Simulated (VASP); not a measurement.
Here is a VASP 6.6.1 calculation.

Contents of INCAR:

```
PREC = Accurate ; ENCUT = 520
EDIFF = 1E-6 ; ISMEAR = 0
SIGMA = 0.1 ; LREAL = F
LASPH = T ; NELM = 80
ALGO = Normal ; ISIF = 2
LWAVE = F ; LCHARG = T
GGA = PE ; LELF = T
LVHAR = T ; NBANDS = 15
```

File KPOINTS:

```
regular mesh
0
Gamma
  6 6 6
```

Contents of POSCAR:

```
CuH3
1.0
   -1.8148914448      1.8148914448      1.8148914448
    1.8148914448     -1.8148914448      1.8148914448
    1.8148914448      1.8148914448     -1.8148914448
Cu H
1 3
Direct
    0.0000000000      0.0000000000      0.0000000000
    0.0000000000      0.5000000000      0.5000000000
    0.5000000000      0.0000000000      0.5000000000
    0.5000000000      0.5000000000      0.0000000000
```

Potentials or basis: VASP PAW PBE potentials, release 64 (Cu, H).

The run is started by

```console
$ cat potpaw_PBE.64/Cu/POTCAR potpaw_PBE.64/H/POTCAR > POTCAR
$ mpirun -np 1 vasp_std > vasp.out
```

(1) Estimate the pressure.

(2) What does it give for the band gap on the k mesh?

## Answers

(1) 0.2 GPa.

(2) zero (band 7 reaches 8.82 eV, above the bottom of band 8 at 2.75 eV).

Caveat: the k points lie up to 0.41 Å⁻¹ apart.
